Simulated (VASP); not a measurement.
# Ag (Im-3m) in VASP: further runs

Ag is run at these levels: PBE; tasks: relaxation of cell and atoms, single point.

Everything below comes from runs of VASP 6.6.1. Logs are shortened: lines on timing, memory, paths and dates and some standing lists are left out, and cuts for length are marked.

**1. The cell of the first run**

Symmetry: Im-3m, No. 229, cubic system. The conventional cell has a = 3.243 Å, b = 3.243 Å, c = 3.243 Å, α = 90.00°, β = 90.00°, γ = 90.00°. Ag (site symmetry m-3m) has 14 Ag at 2.81 to 3.24 Å within 3.7 Å.

**2. Relaxation of cell and atoms, PBE**

INCAR reads:

```
PREC = Accurate ; ENCUT = 500
EDIFF = 1E-7 ; ISMEAR = -1
SIGMA = 0.1 ; LREAL = False
LASPH = True ; NELM = 120
ALGO = Normal ; ISIF = 3
LWAVE = False ; LCHARG = False
GGA = PE ; IBRION = 2
NSW = 80 ; EDIFFG = -0.01
GGA_COMPAT = False ; NELMIN = 4
```

KPOINTS reads:

```
Automatic mesh
0
Gamma
  14 14 14
```

POSCAR reads:

```
Ag
1.0
   -1.6216095446      1.6216095446      1.6216095446
    1.6216095446     -1.6216095446      1.6216095446
    1.6216095446      1.6216095446     -1.6216095446
Ag
1
Direct
    0.0000000000      0.0000000000      0.0000000000
```

Potentials or basis: VASP PAW PBE potentials, release 64 (Ag).

Run with:

```console
$ cat potpaw_PBE.64/Ag/POTCAR > POTCAR
$ mpirun -np 1 vasp_std > vasp.out
```

OUTCAR:

```text
PREC = Accurate
   ENCUT = 500
   EDIFF = 1E-7
   ISMEAR = -1
   LREAL = False
   LASPH = True
   NELM = 120
   ISIF = 3
   GGA = PE
   IBRION = 2
   NSW = 80
   EDIFFG = -0.01
   NELMIN = 4

 ion  position               nearest neighbor table
   1  0.000  0.000  0.000-

  LATTYP: Found a body centered cubic cell.
 ALAT       =     3.2432190892

  Lattice vectors:

 A1 = (  -1.6216095446,   1.6216095446,   1.6216095446)
 A2 = (   1.6216095446,  -1.6216095446,   1.6216095446)
 A3 = (   1.6216095446,   1.6216095446,  -1.6216095446)

Analysis of symmetry for initial positions (statically):
=====================================================================
 Subroutine PRICEL returns:
 Original cell was already a primitive cell.

 Routine SETGRP: Setting up the symmetry group for a
 body centered cubic supercell.

 Subroutine GETGRP returns: Found 48 space group operations
 (whereof 48 operations were pure point group operations)
 out of a pool of 48 trial point group operations.

The static configuration has the point symmetry O_h .

Analysis of symmetry for dynamics (positions and initial velocities):
=====================================================================
 Subroutine PRICEL returns:
 Original cell was already a primitive cell.

 Routine SETGRP: Setting up the symmetry group for a
 body centered cubic supercell.

 Subroutine GETGRP returns: Found 48 space group operations
 (whereof 48 operations were pure point group operations)
 out of a pool of 48 trial point group operations.

The dynamic configuration has the point symmetry O_h .

 Subroutine INISYM returns: Found 48 space group operations
 (whereof 48 operations are pure point group operations),
 and found     1 'primitive' translations

----------------------------------------------------------------------------------------

                                     Primitive cell

  volume of cell :      17.0569

  direct lattice vectors                    reciprocal lattice vectors
    -1.621609545  1.621609545  1.621609545     0.000000000  0.308335630  0.308335630
     1.621609545 -1.621609545  1.621609545     0.308335630  0.000000000  0.308335630
     1.621609545  1.621609545 -1.621609545     0.308335630  0.308335630  0.000000000

  length of vectors
     2.808710121  2.808710121  2.808710121     0.436052429  0.436052429  0.436052429

[... 93 lines left out ...]
   ISMEAR =    -1;   SIGMA  =   0.10  broadening in eV -4-tet -1-fermi 0-gaus
   EFERMI_NEDOS =   21; number of points for ismear=-14 and -15
   IALGO  =     38    algorithm
   IMIX   =      4    mixing-type and parameters
     AMIX     =   0.40;   BMIX     =  1.00
     AMIX_MAG =   1.60;   BMIX_MAG =  1.00
  volume/ion in A,a.u.               =      17.06       115.11
  Fermi-wavevector in a.u.,A,eV,Ry     =   1.414402  2.672832 27.218893  2.000532
  Thomas-Fermi vector in A             =   2.535948
   LORBIT       =      0    0 simple, 1 ext, 2 COOP (PROOUT), +10 PAW based schemes
   GGA     = PE    functional components
   LHFCALC =     F    Hartree Fock is set to
   AEXX    =    0.0000 exact exchange contribution
   IVDW    =     0    specifies the selected vdW correction
   LEPSILON=     F    determine dielectric tensor
   LRPA    =     F    only Hartree local field effects (RPA)
 conjugate gradient relaxation of ions
 non-spin polarized calculation
  energy-cutoff  :      500.00
  volume of cell :       17.06
 maximum number of plane-waves:       444
   NGX = 11   NGY = 11   NGZ = 11

--------------------------------------- Ionic step        1  -------------------------------------------

 number of electron      10.9999993 magnetization

 Free energy of the ion-electron system (eV)
  ---------------------------------------------------
  ext. energy  EPLUGINS =         0.00000000
  ---------------------------------------------------
  free energy    TOTEN  =        -2.66952757 eV

  energy without entropy =       -2.65488663  energy(sigma->0) =       -2.66220710

------------------------ aborting loop because EDIFF is reached ----------------------------------------

  FORCE on cell =-STRESS in cart. coord.  units (eV):
  Direction    XX          YY          ZZ          XY          YZ          ZX
  --------------------------------------------------------------------------------------
  -------------------------------------------------------------------------------------
  Total        0.5798984      0.5798984      0.5798984      0.0000000      0.0000000      0.0000000
  in kB       54.4707853     54.4707853     54.4707853      0.0000000      0.0000000      0.0000000
  external PRESSURE =      54.4707853 kB  Pullay stress =       0.0000000 kB
[... 57 lines left out ...]
--------------------------------------- Ionic step        3  -------------------------------------------

 number of electron      11.0000011 magnetization

 Free energy of the ion-electron system (eV)
  ---------------------------------------------------
  ext. energy  EPLUGINS =         0.00000000
  ---------------------------------------------------
  free energy    TOTEN  =        -2.68476496 eV

  energy without entropy =       -2.67069611  energy(sigma->0) =       -2.67773054

 E-fermi :   7.7366     XC(G=0): -11.8856

 val. band max:        7.6762350589   @ k =  -0.3571   0.4286   0.1429
 cond. band min:       7.7607796822   @ k =   0.5000   0.0000   0.0000
 fundamental gap:      0.0845446233
 Fermi energy:         7.7365512823

 k-point     1 :       0.0000    0.0000    0.0000
  band No.  band energies     occupation
      1       0.3269      2.00000
      2       2.9727      2.00000
      3       2.9727      2.00000
      4       2.9727      2.00000
      5       4.1915      2.00000
      6       4.1915      2.00000
      7      25.4783      0.00000
      8      25.4783      0.00000
      9      25.4783      0.00000
[... 265 lines left out ...]
 k-point    24 :       0.3571    0.2857    0.0000
  band No.  band energies     occupation
      1       2.1701      2.00000
      2       2.7799      2.00000
      3       3.1710      2.00000
      4       4.2339      2.00000
      5       4.3951      2.00000
      6      11.3846      0.00000
      7      12.2228      0.00000
      8      13.8771      0.00000
      9      21.5506      0.00000

 [... further k-points ...]

------------------------ aborting loop because EDIFF is reached ----------------------------------------

  FORCE on cell =-STRESS in cart. coord.  units (eV):
  Direction    XX          YY          ZZ          XY          YZ          ZX
  --------------------------------------------------------------------------------------
  -------------------------------------------------------------------------------------
  Total        0.0016786      0.0016786      0.0016786      0.0000000      0.0000000     -0.0000000
  in kB        0.1493437      0.1493437      0.1493437      0.0000000      0.0000000     -0.0000000
  external PRESSURE =       0.1493437 kB  Pullay stress =       0.0000000 kB
[... 16 lines left out ...]
  FREE ENERGIE OF THE ION-ELECTRON SYSTEM (eV)
  ---------------------------------------------------
  free  energy   TOTEN  =        -2.6847649624 eV

  energy  without entropy=       -2.6706961113  energy(sigma->0) =       -2.67773054

 reached required accuracy - stopping structural energy minimisation
```

OSZICAR:

```text
N       E                     dE             d eps       ncg     rms          rms(c)
DAV:   1     0.422348889263E+02    0.42235E+02   -0.55836E+03  1936   0.106E+03
DAV:   2    -0.258739462721E+01   -0.44822E+02   -0.42992E+02  1916   0.202E+02
DAV:   3    -0.292466577886E+01   -0.33727E+00   -0.33718E+00  2104   0.217E+01
[... 22 lines left out ...]
DAV:   3    -0.268542745074E+01    0.18997E-02   -0.28428E-03  1937   0.550E-01    0.422E-01
DAV:   4    -0.268476414148E+01    0.66331E-03   -0.99260E-04  1956   0.265E-01    0.285E-02
DAV:   5    -0.268476339959E+01    0.74189E-06   -0.37858E-06  1947   0.205E-02    0.190E-02
DAV:   6    -0.268476491199E+01   -0.15124E-05   -0.12496E-06  1973   0.997E-03    0.161E-03
DAV:   7    -0.268476496236E+01   -0.50376E-07   -0.13100E-08  1094   0.114E-03
   3 F= -.26847650E+01 E0= -.26777305E+01  d E =-.152374E-01
```

CONTCAR:

```text
Ag
   1.00000000000000
    -1.6512073780600822    1.6512073780600822    1.6512073780600822
     1.6512073780600822   -1.6512073780600822    1.6512073780600822
     1.6512073780600822    1.6512073780600822   -1.6512073780600822
  Ag
     1
Direct
     0.0000000000000000    0.0000000000000000    0.0000000000000000

  0.00000000E+00  0.00000000E+00  0.00000000E+00
```

Wall time 34 s (1 thread of Intel Xeon 8259CL, shared host); peak memory 0.14 GiB.

What came out:

```
Free energy                            : -2.6848 eV
Relaxed volume                         : 18.01 Å³/atom
Relaxed cell                           : a = 2.860 Å, b = 2.860 Å, c = 2.860 Å, α = 109.47°, β = 109.47°, γ = 109.47°
Space group after relaxing (to 0.05 Å) : Im-3m (No. 229)
Energy gained by relaxing              : 15.2 meV/atom
Ionic steps                            : 3
Pressure after relaxing                : 0.0 GPa
```

Step by step:
| step | energy change (eV) | largest force (eV/Å) | pressure (GPa) | volume (Å³) |
| --- | --- | --- | --- | --- |
| 1 | 0.0000 | 0.0000 | 5.45 | 17.06 |
| 2 | -0.0115 | 0.0000 | -2.26 | 18.53 |
| 3 | -0.0152 | 0.0000 | 0.01 | 18.01 |

Final structure:
```yaml
crystal:
  lattice:
    - [-1.65121, 1.65121, 1.65121]
    - [1.65121, -1.65121, 1.65121]
    - [1.65121, 1.65121, -1.65121]
  atoms:
    - { symbol: Ag, position: [0.00000, 0.00000, 0.00000] }
```

**3. Single point, PBE**

This run uses another cell than the first one, of 18.02 Å³/atom, 1.057 times its volume.

INCAR reads:

```
SYSTEM = Ag
ALGO     = Normal         ! electronic algorithm
EDIFF    = 1E-6           ! SCF threshold, eV
ENCUT    = 500            ! plane-wave cutoff, eV
GGA      = PE             ! functional
GGA_COMPAT= .False.      
ISIF     = 2              ! what is computed and relaxed
ISMEAR   = -1             ! smearing method
LASPH    = .True.         ! aspherical terms in the spheres
LCHARG   = .True.         ! write CHGCAR
LELF     = .True.         ! ELF
LREAL    = .False.        ! projectors in reciprocal space
LVHAR    = .True.       
LWAVE    = .False.        ! write WAVECAR
NBANDS   = 12             ! bands
NELM     = 120            ! most SCF steps
PREC     = Accurate       ! precision mode
SIGMA    = 0.1            ! smearing width, eV
```

KPOINTS reads:

```
k-points
0
Gamma
  22 22 22
  0 0 0
```

POSCAR reads:

```
Ag
1.0
   -1.6516693065      1.6516693065      1.6516693065
    1.6516693065     -1.6516693065      1.6516693065
    1.6516693065      1.6516693065     -1.6516693065
Ag
1
Direct
    0.0000000000      0.0000000000      0.0000000000
```

Potentials or basis: VASP PAW PBE potentials, release 64 (Ag).

Run with:

```console
$ cat potpaw_PBE.64/Ag/POTCAR > POTCAR
$ mpirun -np 1 vasp_std > vasp.out
```

Wall time 54 s (1 thread of Intel Xeon 8259CL, shared host); peak memory 0.19 GiB.

It converged, with:

```yaml
Free_energy: -2.6902 eV
Pressure: -0.2 GPa
```

Levels at points of the mesh, in eV from the Fermi level:
| k point | band 1 | band 2 | band 3 | band 4 | band 5 | band 6 | band 7 | band 8 | band 9 | band 10 |
| --- | --- | --- | --- | --- | --- | --- | --- | --- | --- | --- |
| (0.00, 0.00, 0.00) | -7.39 | -4.75 | -4.75 | -4.75 | -3.54 | -3.54 | 17.75 | 17.75 | 17.75 | 23.22 |
| (0.50, 0.00, 0.00) | -6.10 | -5.46 | -3.59 | -3.43 | -2.62 | 0.04 | 3.82 | 13.12 | 13.98 | 19.30 |
| (0.50, 0.50, 0.50) | -6.05 | -6.05 | -2.84 | -2.84 | -2.84 | 6.73 | 6.73 | 6.73 | 12.05 | 13.02 |

(Part 1 of 2 ends here.)
